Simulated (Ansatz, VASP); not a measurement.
AlPd4: VASP beside Ansatz

```
Al Pd
1.0
     4.48333    0.00000    0.00000
     0.00000    4.48333    0.00000
     0.00000    0.00000    4.48333
Al Pd
1 4
Direct
  0.00000 0.00000 0.00000
  0.71160 0.71160 0.71160
  0.28840 0.28840 0.71160
  0.28840 0.71160 0.28840
  0.71160 0.28840 0.28840
```

Alike in both runs: task relaxation of cell and atoms; functional PBE; k mesh 8 × 8 × 8; occupations gaussian, width 0.1 eV; no spin polarisation.

```csv
,VASP,Ansatz
version,VASP 6.6.1,Ansatz 0.2.0
potentials or method,"VASP PAW PBE potentials, release 64 (Al, Pd), cutoff 600 eV","scalar-relativistic, plane waves, PAW"
valence electrons in the cell,43,75
```

```tsv
	VASP	Ansatz	Ansatz less VASP
gap on the k mesh at the Fermi level, each at its own relaxed structure (eV)	none	none	-
relaxed volume (Å³/atom)	18.04	18.04	-0.002
relaxed cell length with the largest relative difference (Å)	4.485	4.484	-0.0002
```

A gap of «none» marks a metal or a gap that the smearing closes. VASP's potentials hold 43 valence electrons a cell and Ansatz's 75, so a difference there can come from the potentials and not from the codes.
